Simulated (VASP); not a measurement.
AgCl: single point with PBEsol

Crystal: AgCl.

```
Ag Cl
1.0
     3.40878    0.00000    0.00000
     0.00000    3.33116    0.00000
     0.00000    0.00000    6.66232
Ag Cl
2 2
Direct
  0.00000 0.00000 0.00000
  0.00000 0.00000 0.50000
  0.38091 0.50000 0.25000
  0.61909 0.50000 0.75000
```

This cell differs from its parent crystal: atoms displaced along a vibrational mode, the cell strained.

```yaml
Program: VASP 6.6.1
Task: single point
Functional: PBEsol
Potentials_or_basis: VASP PAW PBE potentials, release 64 (Ag, Cl)
Cutoff: 520 eV
k_mesh: 10 × 10 × 6
Occupations: gaussian, width 0.05 eV
Spin: no spin polarisation
```

```yaml
Pressure: 0.8 GPa
Largest_force: 0.111 eV/Å
Band_gap_on_the_k_mesh: 0.62 eV (least direct gap 0.66 eV)
```

Forces on the atoms (eV/Å):
```
Ag   0.000  0.000  0.000
Ag   0.000  0.000  0.000
Cl  -0.111  0.000  0.000
Cl   0.111  0.000  0.000
```

Stress tensor (GPa, compression positive):
```
0.72 0.00 0.00
0.00 1.79 0.00
0.00 0.00 0.03
```

Levels at points of the mesh, in eV from the valence-band top:
| k point | band 15 | band 16 | band 17 | band 18 | band 19 | band 20 | band 21 | band 22 |
| --- | --- | --- | --- | --- | --- | --- | --- | --- |
| (0.00, 0.00, 0.00) | -2.14 | -1.82 | -0.91 | -0.04 | 0.62 | 4.16 | 5.74 | 7.95 |
| (0.50, 0.00, 0.00) | -1.88 | -1.64 | -0.80 | -0.05 | 3.40 | 4.54 | 5.18 | 7.07 |
| (0.00, 0.50, 0.00) | -1.80 | -1.75 | -0.29 | 0.00 | 2.32 | 4.53 | 5.66 | 8.32 |
| (0.50, 0.50, 0.00) | -1.92 | -0.73 | -0.47 | -0.25 | 2.88 | 3.66 | 4.20 | 5.04 |
| (0.00, 0.00, 0.50) | -1.23 | -1.23 | -0.84 | -0.84 | 2.45 | 2.45 | 7.49 | 7.49 |
| (0.50, 0.00, 0.50) | -1.77 | -1.77 | -0.64 | -0.64 | 3.37 | 3.37 | 6.68 | 6.68 |
| (0.00, 0.50, 0.50) | -1.88 | -1.88 | -0.63 | -0.63 | 3.70 | 3.70 | 6.61 | 6.61 |
| (0.50, 0.50, 0.50) | -1.64 | -1.64 | -0.40 | -0.40 | 2.65 | 2.65 | 6.14 | 6.14 |

Wall time 100 s on 1 thread of AMD EPYC 9R45 96-Core Processor (Zen 5), with other jobs on the host, peak memory 0.32 GiB.

Caveat: the cell differs from its parent crystal (atoms displaced along a vibrational mode, the cell strained); semilocal functionals underestimate gaps, and a narrow one can read as zero; the PAW data sets were made with another functional, which shifts forces and pressure a little. A k mesh can miss the band edges.
